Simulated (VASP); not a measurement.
A run of VASP 6.6.1 is set up as follows.

The input INCAR:

```
PREC = Accurate
ENCUT = 500
EDIFF = 1E-6
ISMEAR = -1
SIGMA = 0.15
LREAL = False
LASPH = True
NELM = 200
ALGO = Normal
ISIF = 2
LWAVE = False
LCHARG = True
ISPIN = 2
MAGMOM = 2 0 0 0 0 0
LORBIT = 11
LMAXMIX = 4
GGA = PE
LELF = True
LVHAR = True
NBANDS = 34
GGA_COMPAT = False
```

File KPOINTS:

```
Automatic mesh
0
Gamma
  9 9 3
```

The input POSCAR:

```
VB4Os
1.0
    2.9012689628      0.0000000000      0.0000000000
   -1.4506349855      2.5125727852      0.0000000000
    0.0000000000      0.0000000000      7.5153086614
V B Os
1 4 1
Direct
    0.0000000000      0.0000000000      0.0000000000
    0.0000000000      0.0000000000      0.7094840000
    0.3333333333      0.6666666667      0.7969230000
    0.3333333333      0.6666666667      0.2030770000
    0.0000000000      0.0000000000      0.2905160000
    0.3333333333      0.6666666667      0.5000000000
```

Potentials or basis: VASP PAW PBE potentials, release 64 (V_sv, B, Os_sv_GW).

Command:

```sh
$ cat potpaw_PBE.64/V_sv/POTCAR potpaw_PBE.64/B/POTCAR potpaw_PBE.64/Os_sv_GW/POTCAR > POTCAR
$ mpirun -np 1 vasp_std > vasp.out
```

Problem. Predict the net moment.

Solution. 0.00 μB per cell.

Problem. Estimate the pressure.

Solution. -8.2 GPa.

Problem. Estimate the largest force.

Solution. 0.141 eV/Å.

Forces on the atoms (eV/Å):
```
V    0.000  0.000  0.000
B    0.000  0.000 -0.086
B    0.000  0.000 -0.141
B    0.000  0.000  0.141
B    0.000  0.000  0.086
Os   0.000  0.000  0.000
```

Caveat: the cell stands under tension.
